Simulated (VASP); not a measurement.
# VO2 (P4_2/mnm) in VASP: further runs

The runs below take VO2 through single point, relaxation of cell and atoms, with PBEsol.

All numbers are computed with VASP 6.6.1; they aren't measurements. Logs are shortened: lines on timing, memory, paths and dates and some standing lists are left out, and cuts for length are marked.

## Step 1: The cell of the first run

The structure is tetragonal, space group P4_2/mnm (No. 136). Conventional cell: a = 4.539 Å, b = 4.539 Å, c = 2.800 Å, α = 90.00°, β = 90.00°, γ = 90.00°. Within 2.8 Å of O (site symmetry m2m) lie 3 V at 1.90 to 1.92 Å and 11 O at 2.58 to 2.80 Å. V (site symmetry mmm) has 6 O at 1.90 to 1.92 Å within 2.5 Å.

## Step 2: Single point, PBEsol, collinear spin, ferromagnetic start

Contents of INCAR:

```
SYSTEM = VO2
PREC     = Accurate       ! precision mode
ENCUT    = 600            ! plane-wave cutoff, eV
EDIFF    = 1E-6           ! SCF threshold, eV
ISMEAR   = -1             ! smearing method
SIGMA    = 0.1098         ! smearing width, eV
LREAL    = .FALSE.        ! projectors in reciprocal space
LASPH    = .TRUE.         ! aspherical terms in the spheres
NELM     = 200            ! most SCF steps
ALGO     = Normal         ! electronic algorithm
ISIF     = 2              ! what is computed and relaxed
LWAVE    = .FALSE.        ! write WAVECAR
LCHARG   = .FALSE.        ! write CHGCAR
ISPIN    = 2              ! spin polarisation
MAGMOM   = 0 0 0 0 2 2    ! initial moments
LORBIT   = 11             ! projections on sites
LMAXMIX  = 4              ! l up to which the mixer works
GGA      = PS             ! functional
NBANDS   = 38             ! bands
GGA_COMPAT= .FALSE.
```

Contents of KPOINTS:

```
regular mesh
0
G
  5 5 8
  0 0 0
```

Contents of POSCAR:

```
VO2
1.0
    4.5386792882      0.0000000000      0.0000000000
    0.0000000000      4.5386792882      0.0000000000
    0.0000000000      0.0000000000      2.7999722050
O V
4 2
Direct
    0.2991529326      0.2991529326      0.0000000000
    0.2008470674      0.7991529326      0.5000000000
    0.7008470674      0.7008470674      0.0000000000
    0.7991529326      0.2008470674      0.5000000000
    0.0000000000      0.0000000000      0.0000000000
    0.5000000000      0.5000000000      0.5000000000
```

Potentials or basis: VASP PAW PBE potentials, release 64 (O, V_sv).

Run with:

```console
$ cat potpaw_PBE.64/O/POTCAR potpaw_PBE.64/V_sv/POTCAR > POTCAR
$ mpirun -np 1 vasp_std > vasp.out
```

OUTCAR:

```text
SYSTEM = VO2
   PREC = Accurate
   ENCUT = 600
   EDIFF = 1E-6
   ISMEAR = -1
   LREAL = .FALSE.
   LASPH = .TRUE.
   NELM = 200
   ISIF = 2
   ISPIN = 2
   LORBIT = 11
   GGA = PS

 ion  position               nearest neighbor table
   1  0.299  0.299  0.000-   6 1.90   6 1.90   5 1.92
   2  0.201  0.799  0.500-   5 1.90   5 1.90   6 1.92
   3  0.701  0.701  0.000-   6 1.90   6 1.90   5 1.92
   4  0.799  0.201  0.500-   5 1.90   5 1.90   6 1.92
   5  0.000  0.000  0.000-   2 1.90   4 1.90   2 1.90   4 1.90   3 1.92   1 1.92
   6  0.500  0.500  0.500-   1 1.90   3 1.90   1 1.90   3 1.90   2 1.92   4 1.92

  LATTYP: Found a simple tetragonal cell.
 ALAT       =     4.5386792882
 C/A-ratio  =     0.6169134295

  Lattice vectors:

 A1 = (   4.5386792882,   0.0000000000,   0.0000000000)
 A2 = (   0.0000000000,   4.5386792882,   0.0000000000)
 A3 = (   0.0000000000,   0.0000000000,   2.7999722050)

Analysis of symmetry for initial positions (statically):
=====================================================================
 Subroutine PRICEL returns:
 Original cell was already a primitive cell.

 Routine SETGRP: Setting up the symmetry group for a
 simple tetragonal supercell.

 Subroutine GETGRP returns: Found 16 space group operations
 (whereof  8 operations were pure point group operations)
 out of a pool of 16 trial point group operations.

The static configuration has the point symmetry D_2h.
 The point group associated with its full space group is D_4h.

Analysis of symmetry for dynamics (positions and initial velocities):
=====================================================================
 Subroutine PRICEL returns:
 Original cell was already a primitive cell.

 Routine SETGRP: Setting up the symmetry group for a
 simple tetragonal supercell.

 Subroutine GETGRP returns: Found 16 space group operations
 (whereof  8 operations were pure point group operations)
 out of a pool of 16 trial point group operations.

The dynamic configuration has the point symmetry D_2h.
 The point group associated with its full space group is D_4h.

Analysis of structural, dynamic, and magnetic symmetry:
=====================================================================
 Subroutine PRICEL returns:
 Original cell was already a primitive cell.

 Routine SETGRP: Setting up the symmetry group for a
 simple tetragonal supercell.

 Subroutine GETGRP returns: Found 16 space group operations
 (whereof  8 operations were pure point group operations)
 out of a pool of 16 trial point group operations.

The overall configuration has the point symmetry D_2h.
 The point group associated with its full space group is D_4h.

 Subroutine INISYM returns: Found 16 space group operations
 (whereof  8 operations are pure point group operations),
 and found     1 'primitive' translations

----------------------------------------------------------------------------------------

                                     Primitive cell

  volume of cell :      57.6783

  direct lattice vectors                    reciprocal lattice vectors
     4.538679288  0.000000000  0.000000000     0.220328412  0.000000000  0.000000000
     0.000000000  4.538679288  0.000000000     0.000000000  0.220328412  0.000000000
     0.000000000  0.000000000  2.799972205     0.000000000  0.000000000  0.357146402

  length of vectors
     4.538679288  4.538679288  2.799972205     0.220328412  0.220328412  0.357146402

  position of ions in fractional coordinates (direct lattice)
     0.299152933  0.299152933  0.000000000
     0.200847067  0.799152933  0.500000000
     0.700847067  0.700847067  0.000000000
     0.799152933  0.200847067  0.500000000
     0.000000000  0.000000000  0.000000000
     0.500000000  0.500000000  0.500000000

  ion indices of the primitive-cell ions
   primitive index   ion index
                 1           1
                 2           2
                 3           3
                 4           4
                 5           5
                 6           6

[... 29 lines left out ...]
  0.200000  0.000000  0.000000      4.000000
  0.400000  0.000000  0.000000      4.000000
  0.200000  0.200000  0.000000      4.000000
  0.400000  0.200000  0.000000      8.000000
  0.400000  0.400000  0.000000      4.000000
[... 16 lines left out ...]
  0.400000  0.200000  0.375000     16.000000
  0.400000  0.400000  0.375000      8.000000
 [... further k-points ...]
   k-points           NKPTS =     30   k-points in BZ     NKDIM =     30   number of bands    NBANDS=     38
   number of dos      NEDOS =    301   number of ions     NIONS =      6
   total plane-waves  NPLWV =  31104
   dimension x,y,z NGX =    36 NGY =   36 NGZ =   24
   dimension x,y,z NGXF=    72 NGYF=   72 NGZF=   48
   ions per type =               4   2
   NGX,Y,Z   is equivalent  to a cutoff of  13.19, 13.19, 14.25 a.u.
   NGXF,Y,Z  is equivalent  to a cutoff of  26.37, 26.37, 28.50 a.u.
 SYSTEM =  VO2
   PREC   = accura    normal or accurate (medium, high low for compatibility)
   ISTART =      0    job   : 0-new  1-cont  2-samecut
   ICHARG =      2    charge: 1-file 2-atom 10-const
   ISPIN  =      2    spin polarized calculation?
   LNONCOLLINEAR =      F non collinear calculations
   LSORBIT =      F    spin-orbit coupling
   LASPH  =      T    aspherical Exc in radial PAW
   ENCUT  =  600.0 eV  44.10 Ry    6.64 a.u.   9.06  9.06  5.59*2*pi/ulx,y,z
   NELM   =    200;   NELMIN=  2; NELMDL= -5     # of ELM steps
   EDIFF  = 0.1E-05   stopping-criterion for ELM
   LREAL  =      F    real-space projection
   EDIFFG = 0.1E-04   stopping-criterion for IOM
   NSW    =      0    number of steps for IOM
   IBRION =     -1    ionic relax: 0-MD 1-quasi-New 2-CG
   NFREE  =      0    steps in history (QN), initial steepest desc. (CG)
   ISIF   =      2    stress and relaxation
   ISYM   =      2    0-nonsym 1-usesym 2-fastsym
   POTIM  = 0.5000    time-step for ionic-motion
   TEBEG  =    0.0;   TEEND  =   0.0 temperature during run
   PSTRESS=    0.0 pullay stress
   NELECT =      50.0000    total number of electrons
   NUPDOWN=      -1.0000    fix difference up-down
   EMIN   =  10.00;   EMAX   =-10.00  energy-range for DOS
   EFERMI =   0.00;   METHOD = LEGACY
   ISMEAR =    -1;   SIGMA  =   0.11  broadening in eV -4-tet -1-fermi 0-gaus
   EFERMI_NEDOS =   21; number of points for ismear=-14 and -15
   IALGO  =     38    algorithm
   IMIX   =      4    mixing-type and parameters
     AMIX     =   0.40;   BMIX     =  1.00
     AMIX_MAG =   1.60;   BMIX_MAG =  1.00
  volume/ion in A,a.u.               =       9.61        64.87
  Fermi-wavevector in a.u.,A,eV,Ry     =   1.560968  2.949801 33.152232  2.436620
  Thomas-Fermi vector in A             =   2.664102
   LORBIT       =     11    0 simple, 1 ext, 2 COOP (PROOUT), +10 PAW based schemes
   GGA     = PS    functional components
   LHFCALC =     F    Hartree Fock is set to
   AEXX    =    0.0000 exact exchange contribution
   IVDW    =     0    specifies the selected vdW correction
   LEPSILON=     F    determine dielectric tensor
   LRPA    =     F    only Hartree local field effects (RPA)
 spin polarized calculation
  energy-cutoff  :      600.00
  volume of cell :       57.68
 maximum number of plane-waves:      1939
   NGX = 19   NGY = 19   NGZ = 11

 number of electron      50.0000003 magnetization       1.8616375

 Free energy of the ion-electron system (eV)
  ---------------------------------------------------
  ext. energy  EPLUGINS =         0.00000000
  ---------------------------------------------------
  free energy    TOTEN  =       -54.70621080 eV

  energy without entropy =      -54.57543907  energy(sigma->0) =      -54.64082494

 E-fermi :   6.5389     XC(G=0): -12.1926

 val. band max:        6.5354764119   @ k =   0.4000   0.4000   0.2500
 cond. band min:       6.5421739855   @ k =   0.2000   0.0000   0.0000
 fundamental gap:      0.0066975736
 Fermi energy:         6.5389144551

 spin component 1

 k-point     1 :       0.0000    0.0000    0.0000
  band No.  band energies     occupation
      1     -59.2781      1.00000
      2     -59.2674      1.00000
      3     -33.2468      1.00000
      4     -33.2468      1.00000
      5     -33.1457      1.00000
      6     -33.1457      1.00000
[... 949 lines left out ...]
     36      17.3645      0.00000
     37      18.9341      0.00000

 [... further k-points ...]

 spin component 2

 k-point     1 :       0.0000    0.0000    0.0000
  band No.  band energies     occupation
      1     -58.2928      1.00000
      2     -58.2815      1.00000
      3     -32.2763      1.00000
      4     -32.2763      1.00000
      5     -32.1926      1.00000
      6     -32.1699      1.00000
[... 949 lines left out ...]
     36      17.4553      0.00000
     37      19.1825      0.00000

 [... further k-points ...]

 [bands above 37 left out]

------------------------ aborting loop because EDIFF is reached ----------------------------------------

  FORCE on cell =-STRESS in cart. coord.  units (eV):
  Direction    XX          YY          ZZ          XY          YZ          ZX
  --------------------------------------------------------------------------------------
  -------------------------------------------------------------------------------------
  Total        0.1583682      0.1583682      0.2773983     -0.0000000      0.0000000      0.0000000
  in kB        4.3991213      4.3991213      7.7055157     -0.0000000      0.0000000      0.0000000
  external PRESSURE =       5.5012528 kB  Pullay stress =       0.0000000 kB

 VOLUME and BASIS-vectors are now :
 -----------------------------------------------------------------------------
  energy-cutoff  :      600.00
  volume of cell :       57.68
      direct lattice vectors                 reciprocal lattice vectors
     4.538679288  0.000000000  0.000000000     0.220328412  0.000000000  0.000000000
     0.000000000  4.538679288  0.000000000     0.000000000  0.220328412  0.000000000
     0.000000000  0.000000000  2.799972205     0.000000000  0.000000000  0.357146402

 POSITION                                       TOTAL-FORCE (eV/Angst)
 -----------------------------------------------------------------------------------
      1.35776      1.35776      0.00000        -0.017637     -0.017637      0.000000
      0.91158      3.62710      1.39999         0.017637     -0.017637      0.000000
      3.18092      3.18092      0.00000         0.017637      0.017637      0.000000
      3.62710      0.91158      1.39999        -0.017637      0.017637      0.000000
      0.00000      0.00000      0.00000         0.000000     -0.000000      0.000000
      2.26934      2.26934      1.39999         0.000000     -0.000000      0.000000
 -----------------------------------------------------------------------------------
    total drift:                                0.000000      0.000000      0.000000

  FREE ENERGIE OF THE ION-ELECTRON SYSTEM (eV)
  ---------------------------------------------------
  free  energy   TOTEN  =       -54.7062108014 eV

  energy  without entropy=      -54.5754390705  energy(sigma->0) =      -54.64082494

 total charge

# of ion       s       p       d       tot
------------------------------------------
    1        1.565   3.472   0.000   5.037
    2        1.565   3.472   0.000   5.037
    3        1.565   3.472   0.000   5.037
    4        1.565   3.472   0.000   5.037
    5        2.296   6.365   2.963  11.625
    6        2.296   6.365   2.963  11.625
--------------------------------------------------
tot         10.852  26.619   5.926  43.397

 magnetization (x)

# of ion       s       p       d       tot
------------------------------------------
    1       -0.002  -0.037   0.000  -0.039
    2       -0.002  -0.037   0.000  -0.039
    3       -0.002  -0.037   0.000  -0.039
    4       -0.002  -0.037   0.000  -0.039
    5        0.012   0.012   0.929   0.952
    6        0.012   0.012   0.929   0.952
--------------------------------------------------
tot          0.016  -0.125   1.857   1.748
```

It took 68 s on 1 thread of Intel Xeon 6975P-C (Granite Rapids), shared host; peak memory 0.26 GiB.

Results:

```yaml
Free_energy: -54.7062 eV
Pressure: 0.6 GPa
Largest_force: 0.025 eV/Å
Net_moment: 1.86 μB per cell
Site_moments: O -0.04; V +0.95 μB
Valence_electrons_inside_the_program's_atomic_spheres: O 5.04; V 11.62
```

Forces on the atoms (eV/Å):
```
O   -0.018 -0.018  0.000
O    0.018 -0.018  0.000
O    0.018  0.018  0.000
O   -0.018  0.018  0.000
V    0.000  0.000  0.000
V    0.000  0.000  0.000
```

Levels at points of the mesh, in eV from the Fermi level:
Spin up:
| k point | band 24 | band 25 | band 26 | band 27 | band 28 | band 29 |
| --- | --- | --- | --- | --- | --- | --- |
| (0.00, 0.00, 0.00) | -1.62 | -1.06 | -0.87 | -0.30 | -0.30 | -0.24 |
| (0.00, 0.00, 0.50) | -3.29 | 0.43 | 0.43 | 0.69 | 0.69 | 1.08 |
Spin down:
| k point | band 21 | band 22 | band 23 | band 24 | band 25 | band 26 | band 27 | band 28 |
| --- | --- | --- | --- | --- | --- | --- | --- | --- |
| (0.00, 0.00, 0.00) | -2.20 | -2.12 | -2.12 | -1.59 | -0.03 | 0.02 | 0.68 | 0.80 |
| (0.00, 0.00, 0.50) | -4.14 | -4.14 | -3.24 | -3.24 | 1.30 | 1.30 | 1.72 | 1.72 |

Caveat: the PAW data sets were made with another functional, which shifts forces and pressure a little; semilocal functionals often make such compounds metallic where correlation or magnetic order opens a gap, which also shifts bond lengths. With open d or f shells a metallic result of PBEsol can be an artefact of self-interaction; +U or a hybrid may open a gap.

## Step 3: Relaxation of cell and atoms, PBEsol, collinear spin, ferromagnetic start

This run uses another cell than the first one, of 10.33 Å³/atom.

Contents of INCAR:

```
SYSTEM = VO2
PREC = Accurate
ENCUT = 600
EDIFF = 1E-7
ISMEAR = -1
SIGMA = 0.1098
LREAL = .FALSE.
LASPH = .TRUE.
NELM = 200
ALGO = Normal
ISIF = 3
LWAVE = .FALSE.
LCHARG = .FALSE.
ISPIN = 2
MAGMOM = 0 0 0 0 2 2
LORBIT = 11
LMAXMIX = 4
GGA = PS
IBRION = 2
NSW = 100
EDIFFG = -0.01
GGA_COMPAT = .FALSE.
NELMIN = 4
```

KPOINTS is that of step 2.

Contents of POSCAR:

```
VO2
1.0
    4.5802140000      0.0000000000      0.0000000000
    0.0000000000      4.5802140000      0.0000000000
    0.0000000000      0.0000000000      2.9535410000
O V
4 2
Direct
    0.3053000000      0.3053000000      0.0000000000
    0.1947000000      0.8053000000      0.5000000000
    0.6947000000      0.6947000000      0.0000000000
    0.8053000000      0.1947000000      0.5000000000
    0.0000000000      0.0000000000      0.0000000000
    0.5000000000      0.5000000000      0.5000000000
```

Potentials or basis: VASP PAW PBE potentials, release 64 (O, V_sv).

Run with:

```console
$ cat potpaw_PBE.64/O/POTCAR potpaw_PBE.64/V_sv/POTCAR > POTCAR
$ mpirun -np 1 vasp_std > vasp.out
```

It took 7.9 min on 1 thread of Intel Xeon 6975P-C (Granite Rapids), shared host; peak memory 0.29 GiB.

Results (log left out):

```
Free energy                                           : -54.7205 eV
Relaxed volume                                        : 9.63 Å³/atom
Relaxed cell                                          : a = 4.540 Å, b = 4.540 Å, c = 2.803 Å, α = 90.00°, β = 90.00°, γ = 90.00°
Space group after relaxing (to 0.1 Å)                 : P4_2/mnm (No. 136)
Energy gained by relaxing                             : 45.6 meV/atom
Ionic steps                                           : 11
Pressure after relaxing                               : 0.0 GPa
Net moment                                            : 1.87 μB per cell
Site moments                                          : O -0.04; V +0.96 μB
Valence electrons inside the program's atomic spheres : O 5.04; V 11.62
```

Step by step:
| step | energy change (eV) | largest force (eV/Å) | pressure (GPa) | volume (Å³) |
| --- | --- | --- | --- | --- |
| 1 | 0.0000 | 0.1643 | -14.59 | 61.96 |
| 2 | 0.0571 | 1.1226 | 23.52 | 53.89 |
| 3 | -0.2189 | 0.5440 | 0.75 | 57.97 |
| 4 | -0.2190 | 0.5529 | 1.11 | 57.89 |
| 5 | -0.2658 | 0.1624 | 0.62 | 57.73 |
| 6 | -0.2723 | 0.0374 | 0.42 | 57.65 |
| 7 | -0.2723 | 0.0489 | 0.41 | 57.64 |
| 8 | -0.2734 | 0.0172 | -0.33 | 57.84 |
| 9 | -0.2734 | 0.0182 | -0.31 | 57.83 |
| 10 | -0.2734 | 0.0197 | 0.34 | 57.71 |
| 11 | -0.2735 | 0.0000 | 0.00 | 57.77 |

Final structure:
```cif
data_structure
_symmetry_space_group_name_H-M 'P 1'
_symmetry_Int_Tables_number 1
_cell_length_a 4.5398
_cell_length_b 4.5398
_cell_length_c 2.8033
_cell_angle_alpha 90.000
_cell_angle_beta 90.000
_cell_angle_gamma 90.000
_cell_volume 57.77
loop_
_atom_site_label
_atom_site_type_symbol
_atom_site_fract_x
_atom_site_fract_y
_atom_site_fract_z
_atom_site_occupancy
O1 O 0.29906 0.29906 0.00000 1
O2 O 0.20094 0.79906 0.50000 1
O3 O 0.70094 0.70094 0.00000 1
O4 O 0.79906 0.20094 0.50000 1
V1 V 0.00000 0.00000 0.00000 1
V2 V 0.50000 0.50000 0.50000 1
```

Levels at points of the mesh, in eV from the Fermi level:
Spin up:
| k point | band 22 | band 23 | band 24 | band 25 | band 26 | band 27 | band 28 | band 29 | band 30 | band 31 |
| --- | --- | --- | --- | --- | --- | --- | --- | --- | --- | --- |
| (0.00, 0.00, 0.00) | -2.05 | -2.05 | -1.61 | -1.06 | -0.87 | -0.30 | -0.30 | -0.25 | 1.91 | 2.02 |
| (0.00, 0.00, 0.50) | -4.24 | -3.27 | -3.27 | 0.43 | 0.43 | 0.68 | 0.68 | 1.07 | 1.07 | 3.06 |
Spin down:
```csv
k point,band 22,band 23,band 24,band 25,band 26,band 27
"(0.00, 0.00, 0.00)",-2.11,-2.11,-1.58,-0.02,0.02,0.68
"(0.00, 0.00, 0.50)",-4.13,-3.22,-3.22,1.30,1.30,1.72
```

Caveat: the PAW data sets were made with another functional, which shifts forces and pressure a little; semilocal functionals often make such compounds metallic where correlation or magnetic order opens a gap, which also shifts bond lengths. With open d or f shells a metallic result of PBEsol can be an artefact of self-interaction; +U or a hybrid may open a gap.

[end of part 1 of 2]
